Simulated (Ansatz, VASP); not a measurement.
**One calculation of Ga, two programs**

Contents of INCAR:

```
  PREC = Accurate
  ENCUT = 520
  EDIFF = 1E-6
  ISMEAR = -1
  SIGMA = 0.1
  LREAL = F
  LASPH = T
  NELM = 100
  ALGO = Normal
  ISIF = 2
  LWAVE = F
  LCHARG = F
  GGA = RP
  NBANDS = 12
```

The input KPOINTS:

```
Automatic mesh
0
Gamma
  14 14 14
```

POSCAR

```
Ga
1.0
    0.0000000000      2.1987335640      2.1987335640
    2.1987335640      0.0000000000      2.1987335640
    2.1987335640      2.1987335640      0.0000000000
Ga
1
Direct
    0.0000000000      0.0000000000      0.0000000000
```

Input for Ansatz:

```yaml
crystal:
  lattice:
    - [0.0, 2.198733564, 2.198733564]
    - [2.198733564, 0.0, 2.198733564]
    - [2.198733564, 2.198733564, 0.0]
  atoms:
    - { symbol: Ga, position: [0.0, 0.0, 0.0] }
hamiltonian:
  xc: rpbe
  pseudopotentials:
    kind: paw
    azcp:
      Ga: "pseudopotentials/Ga.paw.azcp"
basis:
  ecutwfc: 420
  fft_grid_basis: typed
kpoints:
  mp_grid: { grid: [14, 14, 14], shift: [0, 0, 0] }
magnetization:
  spin_polarized: false
scf:
  occupations: { method: fermi_dirac, width: 0.1 }
  lower_state_search: "off"
output:
  stress: true
```

Alike in both runs: task single point; functional RPBE; k mesh 14 × 14 × 14; occupations fermi-dirac, width 0.1 eV; no spin polarisation.

|  | VASP | Ansatz |
| --- | --- | --- |
| version | VASP 6.6.1 | Ansatz 0.2.0 |
| potentials or method | VASP PAW PBE potentials, release 64 (Ga_d), cutoff 520 eV | plane waves (420 eV) with PAW, scalar-relativistic |
| valence electrons in the cell | 13 | 13 |

|  | VASP | Ansatz | Ansatz less VASP |
| --- | --- | --- | --- |
| pressure (GPa) | -2.8 | -2.8 | -0.04 |

VASP's potentials were made for PBE, not for RPBE. With one functional, cell and mesh, what is left measures potentials, basis and numerics.
